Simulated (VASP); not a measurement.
Input of a VASP 6.6.1 run:

Contents of INCAR:

```
PREC = Accurate
ENCUT = 600
EDIFF = 1E-6
ISMEAR = 0
SIGMA = 0.01
LREAL = False
LASPH = True
NELM = 120
ALGO = Normal
ISIF = 2
LWAVE = False
LCHARG = False
GGA = PE
IVDW = 12
NBANDS = 11
GGA_COMPAT = False
```

The input KPOINTS:

```
regular mesh
0
Gamma
  8 8 8
```

File POSCAR:

```
Be2C
1.0
    0.0000000000      2.2212587547      2.2212587547
    2.2212587547      0.0000000000      2.2212587547
    2.2212587547      2.2212587547      0.0000000000
Be C
2 1
Direct
    0.2500000000      0.2500000000      0.2500000000
    0.7500000000      0.7500000000      0.7500000000
    0.0000000000      0.0000000000      0.0000000000
```

Potentials or basis: VASP PAW PBE potentials, release 64 (Be, C).

Run with:

```sh
$ cat potpaw_PBE.64/Be/POTCAR potpaw_PBE.64/C/POTCAR > POTCAR
$ mpirun -np 1 vasp_std > vasp.out
```

Task: What does it give for the dispersion energy per atom?

Result: -0.288 eV.

Task: What does it give for the pressure?

Result: -20.0 GPa.

Task: What does it give for the band gap on the k mesh?

Result: 1.12 eV, indirect (least direct gap 3.98 eV).

A k mesh can miss the band edges. A hybrid or GW would open this gap; PBE tends to underestimate it.
